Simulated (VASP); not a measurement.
# V (Im-3m) in VASP: single point with PBE

Aim: the single point of V with PBE.

All numbers are computed with VASP 6.6.1; they aren't measurements. Logs are shortened: lines on timing, memory, paths and dates and some standing lists are left out, and cuts for length are marked.

**1. The cell of the first run**

Symmetry: Im-3m, No. 229, cubic system. The conventional cell has a = 2.659 Å, b = 2.659 Å, c = 2.659 Å, α = 90.00°, β = 90.00°, γ = 90.00°. V (site symmetry m-3m) has 14 V at 2.30 to 2.66 Å within 3.0 Å.

**2. Single point, PBE (9.40 Å³/atom)**

INCAR reads:

```
PREC = Accurate ; ENCUT = 500
EDIFF = 1E-6 ; ISMEAR = -1
SIGMA = 0.1 ; LREAL = F
LASPH = T ; NELM = 120
ALGO = Normal ; ISIF = 2
LWAVE = F ; LCHARG = T
GGA = PE ; LELF = T
LVHAR = T ; NBANDS = 12
GGA_COMPAT = F
```

KPOINTS reads:

```
regular mesh
0
Gamma
  20 20 20
```

POSCAR reads:

```
V
1.0
   -1.3293619687      1.3293619687      1.3293619687
    1.3293619687     -1.3293619687      1.3293619687
    1.3293619687      1.3293619687     -1.3293619687
V
1
Direct
    0.0000000000      0.0000000000      0.0000000000
```

Potentials or basis: VASP PAW PBE potentials, release 64 (V_sv).

Run with:

```sh
$ cat potpaw_PBE.64/V_sv/POTCAR > POTCAR
$ mpirun -np 1 vasp_std > vasp.out
```

OUTCAR:

```text
PREC = Accurate
   ENCUT = 500
   EDIFF = 1E-6
   ISMEAR = -1
   LREAL = F
   LASPH = T
   NELM = 120
   ISIF = 2
   GGA = PE

 ion  position               nearest neighbor table
   1  0.000  0.000  0.000-

  LATTYP: Found a body centered cubic cell.
 ALAT       =     2.6587239374

  Lattice vectors:

 A1 = (  -1.3293619687,   1.3293619687,   1.3293619687)
 A2 = (   1.3293619687,  -1.3293619687,   1.3293619687)
 A3 = (   1.3293619687,   1.3293619687,  -1.3293619687)

Analysis of symmetry for initial positions (statically):
=====================================================================
 Subroutine PRICEL returns:
 Original cell was already a primitive cell.

 Routine SETGRP: Setting up the symmetry group for a
 body centered cubic supercell.

 Subroutine GETGRP returns: Found 48 space group operations
 (whereof 48 operations were pure point group operations)
 out of a pool of 48 trial point group operations.

The static configuration has the point symmetry O_h .

Analysis of symmetry for dynamics (positions and initial velocities):
=====================================================================
 Subroutine PRICEL returns:
 Original cell was already a primitive cell.

 Routine SETGRP: Setting up the symmetry group for a
 body centered cubic supercell.

 Subroutine GETGRP returns: Found 48 space group operations
 (whereof 48 operations were pure point group operations)
 out of a pool of 48 trial point group operations.

The dynamic configuration has the point symmetry O_h .

 Subroutine INISYM returns: Found 48 space group operations
 (whereof 48 operations are pure point group operations),
 and found     1 'primitive' translations

----------------------------------------------------------------------------------------

                                     Primitive cell

  volume of cell :       9.3970

  direct lattice vectors                    reciprocal lattice vectors
    -1.329361969  1.329361969  1.329361969     0.000000000  0.376120283  0.376120283
     1.329361969 -1.329361969  1.329361969     0.376120283  0.000000000  0.376120283
     1.329361969  1.329361969 -1.329361969     0.376120283  0.376120283  0.000000000

  length of vectors
     2.302522471  2.302522471  2.302522471     0.531914405  0.531914405  0.531914405

  position of ions in fractional coordinates (direct lattice)
     0.000000000  0.000000000  0.000000000

  ion indices of the primitive-cell ions
   primitive index   ion index
                 1           1

----------------------------------------------------------------------------------------

 KPOINTS: regular mesh

Automatic generation of k-mesh.
 Grid dimensions read from file:
 generate k-points for:   20   20   20

 Generating k-lattice:

  Cartesian coordinates                     Fractional coordinates (reciprocal lattice)
     0.000000000  0.018806014  0.018806014     0.050000000  0.000000000  0.000000000
     0.018806014  0.000000000  0.018806014     0.000000000  0.050000000  0.000000000
     0.018806014  0.018806014  0.000000000     0.000000000  0.000000000  0.050000000

  Length of vectors
     0.026595720  0.026595720  0.026595720

  Shift w.r.t. Gamma in fractional coordinates (k-lattice)
     0.000000000  0.000000000  0.000000000

 Subroutine IBZKPT returns following result:
 ===========================================

 Found    256 irreducible k-points:

 Following reciprocal coordinates:
            Coordinates               Weight
  0.000000  0.000000  0.000000      1.000000
  0.050000  0.000000  0.000000     12.000000
  0.100000  0.000000  0.000000     12.000000
  0.150000  0.000000  0.000000     12.000000
  0.200000  0.000000  0.000000     12.000000
  0.250000  0.000000  0.000000     12.000000
[... 16 lines left out ...]
  0.200000  0.100000  0.000000     48.000000
  0.250000  0.100000 -0.000000     48.000000
 [... further k-points ...]
   k-points           NKPTS =    256   k-points in BZ     NKDIM =    256   number of bands    NBANDS=     12
   number of dos      NEDOS =    301   number of ions     NIONS =      1
   total plane-waves  NPLWV =   5832
   dimension x,y,z NGX =    18 NGY =   18 NGZ =   18
   dimension x,y,z NGXF=    36 NGYF=   36 NGZF=   36
   ions per type =               1
   NGX,Y,Z   is equivalent  to a cutoff of  13.00, 13.00, 13.00 a.u.
   NGXF,Y,Z  is equivalent  to a cutoff of  25.99, 25.99, 25.99 a.u.
 SYSTEM =  unknown system
   PREC   = accura    normal or accurate (medium, high low for compatibility)
   ISTART =      0    job   : 0-new  1-cont  2-samecut
   ICHARG =      2    charge: 1-file 2-atom 10-const
   ISPIN  =      1    spin polarized calculation?
   LNONCOLLINEAR =      F non collinear calculations
   LSORBIT =      F    spin-orbit coupling
   LASPH  =      T    aspherical Exc in radial PAW
   ENCUT  =  500.0 eV  36.75 Ry    6.06 a.u.   4.20  4.20  4.20*2*pi/ulx,y,z
   NELM   =    120;   NELMIN=  2; NELMDL= -5     # of ELM steps
   EDIFF  = 0.1E-05   stopping-criterion for ELM
   LREAL  =      F    real-space projection
   EDIFFG = 0.1E-04   stopping-criterion for IOM
   NSW    =      0    number of steps for IOM
   IBRION =     -1    ionic relax: 0-MD 1-quasi-New 2-CG
   NFREE  =      0    steps in history (QN), initial steepest desc. (CG)
   ISIF   =      2    stress and relaxation
   ISYM   =      2    0-nonsym 1-usesym 2-fastsym
   POTIM  = 0.5000    time-step for ionic-motion
   TEBEG  =    0.0;   TEEND  =   0.0 temperature during run
   PSTRESS=    0.0 pullay stress
   NELECT =      13.0000    total number of electrons
   NUPDOWN=      -1.0000    fix difference up-down
   EMIN   =  10.00;   EMAX   =-10.00  energy-range for DOS
   EFERMI =   0.00;   METHOD = LEGACY
   ISMEAR =    -1;   SIGMA  =   0.10  broadening in eV -4-tet -1-fermi 0-gaus
   EFERMI_NEDOS =   21; number of points for ismear=-14 and -15
   IALGO  =     38    algorithm
   IMIX   =      4    mixing-type and parameters
     AMIX     =   0.40;   BMIX     =  1.00
     AMIX_MAG =   1.60;   BMIX_MAG =  1.00
  volume/ion in A,a.u.               =       9.40        63.41
  Fermi-wavevector in a.u.,A,eV,Ry     =   1.824145  3.447134 45.273456  3.327505
  Thomas-Fermi vector in A             =   2.879941
   LORBIT       =      0    0 simple, 1 ext, 2 COOP (PROOUT), +10 PAW based schemes
   GGA     = PE    functional components
   LHFCALC =     F    Hartree Fock is set to
   AEXX    =    0.0000 exact exchange contribution
   IVDW    =     0    specifies the selected vdW correction
   LEPSILON=     F    determine dielectric tensor
   LRPA    =     F    only Hartree local field effects (RPA)
 non-spin polarized calculation
  energy-cutoff  :      500.00
  volume of cell :        9.40
 maximum number of plane-waves:       247
 NGX is ok and might be reduce to    18
   NGX =  9   NGY =  9   NGZ =  9

 number of electron      13.0000004 magnetization

 Free energy of the ion-electron system (eV)
  ---------------------------------------------------
  ext. energy  EPLUGINS =         0.00000000
  ---------------------------------------------------
  free energy    TOTEN  =        -7.78324030 eV

  energy without entropy =       -7.74451237  energy(sigma->0) =       -7.76387633

 E-fermi :  15.0248     XC(G=0): -14.9853

 val. band max:       15.0178164452   @ k =  -0.1000   0.1500   0.0500
 cond. band min:      15.0273551234   @ k =   0.3000   0.2000   0.0000
 fundamental gap:      0.0095386782
 Fermi energy:        15.0248404582

 k-point     1 :       0.0000    0.0000    0.0000
  band No.  band energies     occupation
      1     -48.6599      2.00000
      2     -20.8802      2.00000
      3     -20.8802      2.00000
      4     -20.8802      2.00000
      5       8.0755      2.00000
      6      15.3119      0.10721
      7      15.3119      0.10721
      8      15.3119      0.10721
      9      18.4189      0.00000
     10      18.4189      0.00000
     11      38.2688      0.00000
     12      38.2688      0.00000

 k-point     2 :       0.0500    0.0000    0.0000
  band No.  band energies     occupation
      1     -48.6423      2.00000
      2     -20.9497      2.00000
      3     -20.8998      2.00000
      4     -20.8813      2.00000
      5       8.2207      2.00000
      6      15.2377      0.21267
      7      15.2977      0.12257
      8      15.4295      0.03437
      9      18.3231      0.00000
     10      18.4224      0.00000
     11      38.2868      0.00000
     12      38.3206      0.00000

 k-point     3 :       0.1000    0.0000    0.0000
  band No.  band energies     occupation
      1     -48.5908      2.00000
      2     -21.1494      2.00000
      3     -20.9563      2.00000
      4     -20.8843      2.00000
      5       8.6375      2.00000
      6      15.0274      0.98722
      7      15.2374      0.21319
      8      15.7761      0.00109
      9      18.0974      0.00000
     10      18.4361      0.00000
     11      38.2515      0.00000
     12      38.3834      0.00000
[... 286 lines left out ...]
 k-point    23 :       0.2000    0.1000    0.0000
  band No.  band energies     occupation
      1     -48.2534      2.00000
      2     -22.3075      2.00000
      3     -21.2902      2.00000
      4     -20.9832      2.00000
      5      10.9324      2.00000
      6      13.9469      1.99996
      7      14.4933      1.99021
      8      17.6440      0.00000
      9      18.4888      0.00000
     10      18.9070      0.00000
     11      36.1964      0.00000
     12      36.9913      0.00000

 k-point    24 :       0.2500    0.1000   -0.0000
  band No.  band energies     occupation
      1     -48.1401      2.00000
      2     -22.6574      2.00000
      3     -21.4276      2.00000
      4     -20.9943      2.00000
      5      11.1935      2.00000
      6      13.5942      2.00000
      7      14.8321      1.74591
      8      17.8459      0.00000
      9      18.9920      0.00000
     10      19.5730      0.00000
     11      34.8826      0.00000
     12      35.9955      0.00000

 [... further k-points ...]

------------------------ aborting loop because EDIFF is reached ----------------------------------------

  FORCE on cell =-STRESS in cart. coord.  units (eV):
  Direction    XX          YY          ZZ          XY          YZ          ZX
  --------------------------------------------------------------------------------------
  -------------------------------------------------------------------------------------
  Total        7.5065758      7.5065758      7.5065758     -0.0000000      0.0000000      0.0000000
  in kB     1279.8607370   1279.8607370   1279.8607370     -0.0000000      0.0000000      0.0000000
  external PRESSURE =    1279.8607370 kB  Pullay stress =       0.0000000 kB

 VOLUME and BASIS-vectors are now :
 -----------------------------------------------------------------------------
  energy-cutoff  :      500.00
  volume of cell :        9.40
      direct lattice vectors                 reciprocal lattice vectors
    -1.329361969  1.329361969  1.329361969     0.000000000  0.376120283  0.376120283
     1.329361969 -1.329361969  1.329361969     0.376120283  0.000000000  0.376120283
     1.329361969  1.329361969 -1.329361969     0.376120283  0.376120283  0.000000000

 POSITION                                       TOTAL-FORCE (eV/Angst)
 -----------------------------------------------------------------------------------
      0.00000      0.00000      0.00000         0.000000      0.000000      0.000000
 -----------------------------------------------------------------------------------
    total drift:                                0.000000     -0.000000      0.000000

  FREE ENERGIE OF THE ION-ELECTRON SYSTEM (eV)
  ---------------------------------------------------
  free  energy   TOTEN  =        -7.7832402991 eV

  energy  without entropy=       -7.7445123666  energy(sigma->0) =       -7.76387633
```

It took 19 s on 1 thread of AMD EPYC 7R13 (Zen 3), shared host; peak memory 0.11 GiB.

What came out:

* Free energy: -7.7832 eV
* Pressure: 128.0 GPa
* Band gap on the k mesh: zero (an odd number of electrons rules out a gap without spin polarisation)

Levels at points of the mesh, in eV from the Fermi level:
```tsv
k point	band 4	band 5	band 6	band 7	band 8	band 9
(0.00, 0.00, 0.00)	-35.91	-6.95	0.29	0.29	0.29	3.39
(0.50, 0.00, 0.00)	-35.95	-4.74	-2.21	3.56	3.66	4.10
(0.50, 0.50, 0.50)	-37.60	-5.24	-5.24	5.67	5.67	5.67
```

Caveat: the cell stands under pressure.
